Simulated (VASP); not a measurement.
Here is a VASP 6.6.1 calculation.

Contents of INCAR:

```
ALGO = Normal ; EDIFF = 1E-6
EDIFFG = -0.01 ; ENCUT = 600
GGA = RE ; IBRION = 2
ISIF = 3 ; ISMEAR = -1
LASPH = True ; LCHARG = False
LREAL = False ; LWAVE = False
NELM = 100 ; NSW = 80
PREC = Accurate ; SIGMA = 0.1
```

The input KPOINTS:

```
k-points
0
Gamma
  13 13 13
```

File POSCAR:

```
Ge
1.0
   -1.6879910177      1.6879910177      1.6879910177
    1.6879910177     -1.6879910177      1.6879910177
    1.6879910177      1.6879910177     -1.6879910177
Ge
1
Direct
    0.0000000000      0.0000000000      0.0000000000
```

Potentials or basis: VASP PAW PBE potentials, release 64 (Ge_d).

Launch:

```sh
$ cat potpaw_PBE.64/Ge_d/POTCAR > POTCAR
$ mpirun -np 1 vasp_std > vasp.out
```

Question: Predict the relaxed cell.

Answer: a = 2.949 Å, b = 2.949 Å, c = 2.949 Å, α = 109.47°, β = 109.47°, γ = 109.47°.

Question: What does it give for the relaxed volume?

Answer: 19.74 Å³/atom.

The path:
```
step  energy change (eV)  largest force (eV/Å)  pressure (GPa)  volume (Å³)
   1              0.0000                0.0000            1.41        19.24
   2             -0.0022                0.0000            0.11        19.71
   3             -0.0021                0.0000           -0.16        19.76
   4             -0.0022                0.0000           -0.08        19.74
```

Caveat: the PAW data sets were made with another functional, which shifts forces and pressure a little.
